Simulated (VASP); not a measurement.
# TiAl3 (Fmm2) in VASP: a series of runs

Runs on TiAl3. Level: PBE. Tasks: single point.

Everything below comes from runs of VASP 6.6.1. Logs are shortened: lines on timing, memory, paths and dates and some standing lists are left out, and cuts for length are marked.

**1. The cell of the first run**

It takes space group Fmm2 (No. 42, orthorhombic). The conventional cell has a = 5.438 Å, b = 8.623 Å, c = 5.438 Å, α = 90.00°, β = 90.00°, γ = 90.00°. Within 3.6 Å of Ti (site symmetry mm2) lie 12 Al at 2.72 to 2.91 Å. Al (site symmetry mm2) has 4 Ti at 2.72 Å and 8 Al at 2.86 to 2.91 Å within 3.6 Å. Within 3.6 Å of Al (site symmetry 2) lie 8 Al at 2.72 to 2.91 Å and 4 Ti at 2.86 to 2.91 Å.

**2. Single point, PBE (atoms displaced along a vibrational mode)**

INCAR

```
SYSTEM = TiAl3
ALGO = Fast ; EDIFF = 1E-7
ENCUT = 520 ; GGA = PE
ISIF = 2 ; ISMEAR = 0
LASPH = .True. ; LCHARG = .False.
LREAL = .False. ; LWAVE = .False.
NBANDS = 18 ; NELM = 80
PREC = Accurate ; SIGMA = 0.15
```

KPOINTS

```
k-points
0
Gamma
  18 18 18
  0 0 0
```

POSCAR

```
TiAl3
1.0
   -1.9226734293      1.9226734293      4.3114047961
    1.9226734293     -1.9226734293      4.3114047961
    1.9226734293      1.9226734293     -4.3114047961
Ti Al
1 3
Direct
   -0.0039880696     -0.0039880696     -0.0079761391
    0.4960419134      0.4960419134     -0.0079161731
    0.7555165904      0.2555165904      0.5110331807
    0.2555165904      0.7555165904      0.5110331807
```

Potentials or basis: VASP PAW PBE potentials, release 64 (Ti_sv, Al).

Launch:

```sh
> cat potpaw_PBE.64/Ti_sv/POTCAR potpaw_PBE.64/Al/POTCAR > POTCAR
> mpirun -np 1 vasp_std > vasp.out
```

OUTCAR:

```text
SYSTEM = TiAl3
   EDIFF = 1E-7
   ENCUT = 520
   GGA = PE
   ISIF = 2
   ISMEAR = 0
   LASPH = .True.
   LREAL = .False.
   NELM = 80
   PREC = Accurate

 ion  position               nearest neighbor table
   1  0.996  0.996  0.992-   2 2.72   2 2.72   2 2.72   2 2.72   3 2.86   4 2.86   4 2.86   3 2.86
                             4 2.91   3 2.91   3 2.91   4 2.91
   2  0.496  0.496  0.992-   1 2.72   1 2.72   1 2.72   1 2.72   3 2.86   4 2.86   4 2.86   3 2.86
                             4 2.91   3 2.91   4 2.91   3 2.91
   3  0.756  0.256  0.511-   4 2.72   4 2.72   4 2.72   4 2.72   1 2.86   1 2.86   2 2.86   2 2.86
                             2 2.91   2 2.91   1 2.91   1 2.91
   4  0.256  0.756  0.511-   3 2.72   3 2.72   3 2.72   3 2.72   1 2.86   1 2.86   2 2.86   2 2.86
                             2 2.91   2 2.91   1 2.91   1 2.91

  LATTYP: Found a body centered tetragonal cell.
 ALAT       =     3.8453468586
 C/A-ratio  =     2.2424009873

  Lattice vectors:

 A1 = (  -1.9226734293,   1.9226734293,   4.3114047961)
 A2 = (   1.9226734293,  -1.9226734293,   4.3114047961)
 A3 = (   1.9226734293,   1.9226734293,  -4.3114047961)

Analysis of symmetry for initial positions (statically):
=====================================================================
 Subroutine PRICEL returns:
 Original cell was already a primitive cell.

 Routine SETGRP: Setting up the symmetry group for a
 body centered tetragonal supercell.

 Subroutine GETGRP returns: Found  4 space group operations
 (whereof  4 operations were pure point group operations)
 out of a pool of 16 trial point group operations.

The static configuration has the point symmetry C_2v.

Analysis of symmetry for dynamics (positions and initial velocities):
=====================================================================
 Subroutine PRICEL returns:
 Original cell was already a primitive cell.

 Routine SETGRP: Setting up the symmetry group for a
 body centered tetragonal supercell.

 Subroutine GETGRP returns: Found  4 space group operations
 (whereof  4 operations were pure point group operations)
 out of a pool of 16 trial point group operations.

The dynamic configuration has the point symmetry C_2v.

 Subroutine INISYM returns: Found  4 space group operations
 (whereof  4 operations are pure point group operations),
 and found     1 'primitive' translations

----------------------------------------------------------------------------------------

                                     Primitive cell

  volume of cell :      63.7514

  direct lattice vectors                    reciprocal lattice vectors
    -1.922673429  1.922673429  4.311404796     0.000000000  0.260054564  0.115971481
     1.922673429 -1.922673429  4.311404796     0.260054564  0.000000000  0.115971481
     1.922673429  1.922673429 -4.311404796     0.260054564  0.260054564  0.000000000

  length of vectors
     5.097210762  5.097210762  5.097210762     0.284741568  0.284741568  0.367772691

  position of ions in fractional coordinates (direct lattice)
     0.996011930  0.996011930  0.992023861
     0.496041913  0.496041913  0.992083827
     0.755516590  0.255516590  0.511033181
     0.255516590  0.755516590  0.511033181

  ion indices of the primitive-cell ions
   primitive index   ion index
                 1           1
                 2           2
                 3           3
                 4           4

----------------------------------------------------------------------------------------

 KPOINTS: k-points

Automatic generation of k-mesh.
 Grid dimensions read from file:
 generate k-points for:   18   18   18

 Generating k-lattice:

  Cartesian coordinates                     Fractional coordinates (reciprocal lattice)
     0.000000000  0.014447476  0.006442860     0.055555556  0.000000000 -0.000000000
     0.014447476  0.000000000  0.006442860     0.000000000  0.055555556 -0.000000000
     0.014447476  0.014447476  0.000000000     0.000000000  0.000000000  0.055555556

  Length of vectors
     0.015818976  0.015818976  0.020431816

  Shift w.r.t. Gamma in fractional coordinates (k-lattice)
     0.000000000  0.000000000  0.000000000

 Subroutine IBZKPT returns following result:
 ===========================================

 Found    865 irreducible k-points:

 Following reciprocal coordinates:
            Coordinates               Weight
  0.000000  0.000000  0.000000      1.000000
  0.055556 -0.000000  0.000000      8.000000
  0.111111 -0.000000  0.000000      8.000000
  0.166667  0.000000  0.000000      8.000000
  0.222222  0.000000 -0.000000      8.000000
  0.277778 -0.000000  0.000000      8.000000
[... 16 lines left out ...]
  0.388889  0.055556  0.000000      8.000000
  0.000000  0.444444 -0.055556      8.000000
 [... further k-points ...]
   k-points           NKPTS =    865   k-points in BZ     NKDIM =    865   number of bands    NBANDS=     18
   number of dos      NEDOS =    301   number of ions     NIONS =      4
   total plane-waves  NPLWV =  64000
   dimension x,y,z NGX =    40 NGY =   40 NGZ =   40
   dimension x,y,z NGXF=    80 NGYF=   80 NGZF=   80
   ions per type =               1   3
   NGX,Y,Z   is equivalent  to a cutoff of  13.05, 13.05, 13.05 a.u.
   NGXF,Y,Z  is equivalent  to a cutoff of  26.09, 26.09, 26.09 a.u.
 SYSTEM =  TiAl3
   PREC   = accura    normal or accurate (medium, high low for compatibility)
   ISTART =      0    job   : 0-new  1-cont  2-samecut
   ICHARG =      2    charge: 1-file 2-atom 10-const
   ISPIN  =      1    spin polarized calculation?
   LNONCOLLINEAR =      F non collinear calculations
   LSORBIT =      F    spin-orbit coupling
   LASPH  =      T    aspherical Exc in radial PAW
   ENCUT  =  520.0 eV  38.22 Ry    6.18 a.u.   9.48  9.48  9.48*2*pi/ulx,y,z
   NELM   =     80;   NELMIN=  2; NELMDL= -5     # of ELM steps
   EDIFF  = 0.1E-06   stopping-criterion for ELM
   LREAL  =      F    real-space projection
   EDIFFG = 0.1E-05   stopping-criterion for IOM
   NSW    =      0    number of steps for IOM
   IBRION =     -1    ionic relax: 0-MD 1-quasi-New 2-CG
   NFREE  =      0    steps in history (QN), initial steepest desc. (CG)
   ISIF   =      2    stress and relaxation
   ISYM   =      2    0-nonsym 1-usesym 2-fastsym
   POTIM  = 0.5000    time-step for ionic-motion
   TEBEG  =    0.0;   TEEND  =   0.0 temperature during run
   PSTRESS=    0.0 pullay stress
   NELECT =      21.0000    total number of electrons
   NUPDOWN=      -1.0000    fix difference up-down
   EMIN   =  10.00;   EMAX   =-10.00  energy-range for DOS
   EFERMI =   0.00;   METHOD = LEGACY
   ISMEAR =     0;   SIGMA  =   0.15  broadening in eV -4-tet -1-fermi 0-gaus
   EFERMI_NEDOS =   21; number of points for ismear=-14 and -15
   IALGO  =     68    algorithm
   IMIX   =      4    mixing-type and parameters
     AMIX     =   0.40;   BMIX     =  1.00
     AMIX_MAG =   1.60;   BMIX_MAG =  1.00
  volume/ion in A,a.u.               =      15.94       107.55
  Fermi-wavevector in a.u.,A,eV,Ry     =   1.130623  2.136568 17.392455  1.278309
  Thomas-Fermi vector in A             =   2.267320
   LORBIT       =      0    0 simple, 1 ext, 2 COOP (PROOUT), +10 PAW based schemes
   GGA     = PE    functional components
   LHFCALC =     F    Hartree Fock is set to
   AEXX    =    0.0000 exact exchange contribution
   IVDW    =     0    specifies the selected vdW correction
   LEPSILON=     F    determine dielectric tensor
   LRPA    =     F    only Hartree local field effects (RPA)
 non-spin polarized calculation
 RMM-DIIS sequential band-by-band and
 Gauss-broadening in eV      SIGMA  =   0.15
  energy-cutoff  :      520.00
  volume of cell :       63.75
 maximum number of plane-waves:      1752
 NGX is ok and might be reduce to    40
   NGX = 19   NGY = 19   NGZ = 19

 number of electron      21.0000002 magnetization

 Free energy of the ion-electron system (eV)
  ---------------------------------------------------
  ext. energy  EPLUGINS =         0.00000000
  ---------------------------------------------------
  free energy    TOTEN  =       -20.66350535 eV

  energy without entropy =      -20.64399622  energy(sigma->0) =      -20.65375078

 E-fermi :   8.1744     XC(G=0): -10.7173

 val. band max:        8.1742585579   @ k =  -0.3333  -0.3333   0.0556
 cond. band min:       8.1750856766   @ k =   0.1111   0.1111   0.0000
 fundamental gap:      0.0008271187
 Fermi energy:         8.1743733110

 k-point     1 :       0.0000    0.0000    0.0000
  band No.  band energies     occupation
      1     -48.3291      2.00000
      2     -24.6417      2.00000
      3     -24.6413      2.00000
      4     -24.5634      2.00000
      5      -1.8578      2.00000
      6       5.3130      2.00000
[... 10 lines left out ...]
     17      11.9166      0.00000
     18      11.9228      0.00000

 k-point     2 :       0.0556   -0.0000    0.0000
  band No.  band energies     occupation
      1     -48.3291      2.00000
      2     -24.6423      2.00000
      3     -24.6414      2.00000
      4     -24.5633      2.00000
      5      -1.8197      2.00000
      6       5.0900      2.00000
[... 10 lines left out ...]
     17      11.9308      0.00000
     18      12.1617      0.00000

 k-point     3 :       0.1111   -0.0000    0.0000
  band No.  band energies     occupation
      1     -48.3290      2.00000
      2     -24.6445      2.00000
      3     -24.6412      2.00000
      4     -24.5632      2.00000
      5      -1.7056      2.00000
      6       4.7967      2.00000
[... 10 lines left out ...]
     17      11.9766      0.00000
     18      12.7344      0.00000

 k-point     4 :       0.1667    0.0000    0.0000
  band No.  band energies     occupation
      1     -48.3288      2.00000
      2     -24.6479      2.00000
      3     -24.6410      2.00000
      4     -24.5630      2.00000
      5      -1.5166      2.00000
      6       4.4975      2.00000
[... 375 lines left out ...]
      4     -24.5625      2.00000
      5      -0.4163      2.00000
      6       2.9234      2.00000
[... 10 lines left out ...]
     17      13.0710      0.00000
     18      13.6025      0.00000

 k-point    23 :       0.3889    0.0556    0.0000
  band No.  band energies     occupation
      1     -48.3280      2.00000
      2     -24.6641      2.00000
      3     -24.6407      2.00000
      4     -24.5623      2.00000
      5       0.0537      2.00000
      6       2.2807      2.00000
[... 10 lines left out ...]
     17      13.0616      0.00000
     18      13.9188      0.00000

 k-point    24 :       0.0000    0.4444   -0.0556
  band No.  band energies     occupation
      1     -48.3280      2.00000
      2     -24.6641      2.00000
      3     -24.6407      2.00000
      4     -24.5623      2.00000
      5       0.0538      2.00000
      6       2.2806      2.00000
[... 10 lines left out ...]
     17      13.0592      0.00000
     18      13.9352      0.00000

 [... further k-points ...]

------------------------ aborting loop because EDIFF is reached ----------------------------------------

  FORCE on cell =-STRESS in cart. coord.  units (eV):
  Direction    XX          YY          ZZ          XY          YZ          ZX
  --------------------------------------------------------------------------------------
  -------------------------------------------------------------------------------------
  Total        0.0140960      0.0140960      0.0060558      0.0008974      0.0000000      0.0000000
  in kB        0.3542553      0.3542553      0.1521920      0.0225535      0.0000000      0.0000000
  external PRESSURE =       0.2869009 kB  Pullay stress =       0.0000000 kB

 VOLUME and BASIS-vectors are now :
 -----------------------------------------------------------------------------
  energy-cutoff  :      520.00
  volume of cell :       63.75
      direct lattice vectors                 reciprocal lattice vectors
    -1.922673429  1.922673429  4.311404796     0.000000000  0.260054564  0.115971481
     1.922673429 -1.922673429  4.311404796     0.260054564  0.000000000  0.115971481
     1.922673429  1.922673429 -4.311404796     0.260054564  0.260054564  0.000000000

 POSITION                                       TOTAL-FORCE (eV/Angst)
 -----------------------------------------------------------------------------------
      1.90734      1.90734      4.31140         0.130306      0.130306     -0.000000
      1.90745      1.90745     -0.00000         0.072812      0.072812      0.000000
      0.02121      1.94389      2.15570        -0.101559     -0.101559      0.000000
      1.94389      0.02121      2.15570        -0.101559     -0.101559      0.000000
 -----------------------------------------------------------------------------------
    total drift:                               -0.000059     -0.000059      0.000001

  FREE ENERGIE OF THE ION-ELECTRON SYSTEM (eV)
  ---------------------------------------------------
  free  energy   TOTEN  =       -20.6635053505 eV

  energy  without entropy=      -20.6439962178  energy(sigma->0) =      -20.65375078
```

Wall time 51 min (1 thread of Intel Xeon 6975P-C (Granite Rapids), shared host); peak memory 1 GiB.

What came out:

```
Free energy            : -20.6635 eV
Pressure               : 0.0 GPa
Largest force          : 0.184 eV/Å
Band gap on the k mesh : zero (an odd number of electrons rules out a gap without spin polarisation)
```

Forces on the atoms (eV/Å):
```
Ti   0.130  0.130  0.000
Al   0.073  0.073  0.000
Al  -0.102 -0.102  0.000
Al  -0.102 -0.102  0.000
```

Caveat: the cell differs from its parent crystal (atoms displaced along a vibrational mode).

**3. Single point, PBE (atoms displaced along a vibrational mode)**

INCAR

```
  PREC = Accurate
  ENCUT = 520
  EDIFF = 1E-6
  ISMEAR = 0
  SIGMA = 0.15
  LREAL = F
  LASPH = T
  NELM = 100
  ALGO = Fast
  ISIF = 2
  LWAVE = F
  LCHARG = F
  GGA = PE
  NBANDS = 18
```

KPOINTS

```
Automatic mesh
0
Gamma
  18 18 18
```

POSCAR

```
TiAl3
1.0
   -1.9226734293      1.9226734293      4.3114047961
    1.9226734293     -1.9226734293      4.3114047961
    1.9226734293      1.9226734293     -4.3114047961
Ti Al
1 3
Direct
   -0.0019940348     -0.0019940348     -0.0039880696
    0.4980209567      0.4980209567     -0.0039580866
    0.7527582952      0.2527582952      0.5055165904
    0.2527582952      0.7527582952      0.5055165904
```

Potentials or basis: VASP PAW PBE potentials, release 64 (Ti_sv, Al).

Launch:

```sh
> cat potpaw_PBE.64/Ti_sv/POTCAR potpaw_PBE.64/Al/POTCAR > POTCAR
> mpirun -np 1 vasp_std > vasp.out
```

It took 49 min on 1 thread of Intel Xeon Platinum 8488C (Sapphire Rapids), shared host; peak memory 1 GiB.

Results (log left out):

```
Free energy            : -20.6691 eV
Pressure               : 0.0 GPa
Largest force          : 0.092 eV/Å
Band gap on the k mesh : zero (an odd number of electrons rules out a gap without spin polarisation)
```

Forces on the atoms (eV/Å):
```
Ti   0.065  0.065  0.000
Al   0.036  0.036  0.000
Al  -0.051 -0.051  0.000
Al  -0.051 -0.051  0.000
```

Stress tensor (GPa, compression positive):
```
 0.05  0.00  0.00
 0.00  0.05  0.00
 0.00  0.00 -0.03
```

Levels at points of the mesh, in eV from the Fermi level:
```csv
k point,band 8,band 9,band 10,band 11,band 12,band 13,band 14,band 15
"(0.00, 0.00, 0.00)",-1.37,-1.21,-1.21,0.82,1.71,1.71,2.23,2.35
"(0.50, 0.00, 0.00)",-2.97,-1.05,-0.26,0.50,1.78,2.06,2.67,3.13
"(0.50, 0.50, 0.00)",-3.73,-2.70,-2.20,-0.98,1.73,1.91,2.66,2.78
"(0.00, 0.00, 0.50)",-3.73,-2.70,-2.20,-0.98,1.73,1.91,2.66,2.78
"(0.50, 0.50, 0.50)",-0.93,-0.93,-0.23,0.70,0.70,0.93,3.04,4.60
```

Caveat: the cell differs from its parent crystal (atoms displaced along a vibrational mode).
